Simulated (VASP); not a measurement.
Here is a VASP 6.6.1 calculation.

File INCAR:

```
  PREC = Accurate
  ENCUT = 520
  EDIFF = 1E-8
  ISMEAR = -1
  SIGMA = 0.05
  LREAL = F
  LASPH = T
  NELM = 100
  ALGO = Normal
  ISIF = 2
  LWAVE = F
  LCHARG = F
  GGA = PS
  LEFG = T
  NBANDS = 10
```

File KPOINTS:

```
regular mesh
0
Gamma
  8 8 8
```

Contents of POSCAR:

```
Rb
1.0
   -2.8153223276      2.8153223276      2.8153223276
    2.8153223276     -2.8153223276      2.8153223276
    2.8153223276      2.8153223276     -2.8153223276
Rb
1
Direct
    0.0000000000      0.0000000000      0.0000000000
```

Potentials or basis: VASP PAW PBE potentials, release 64 (Rb_sv).

Command:

```console
$ cat potpaw_PBE.64/Rb_sv/POTCAR > POTCAR
$ mpirun -np 1 vasp_std > vasp.out
```

(1) Estimate the pressure.

(2) What does it give for the band gap on the k mesh?

Answers

(1) -0.1 GPa.

(2) zero (an odd number of electrons rules out a gap without spin polarisation).

Caveat: the PAW data sets were made with another functional, which shifts forces and pressure a little.
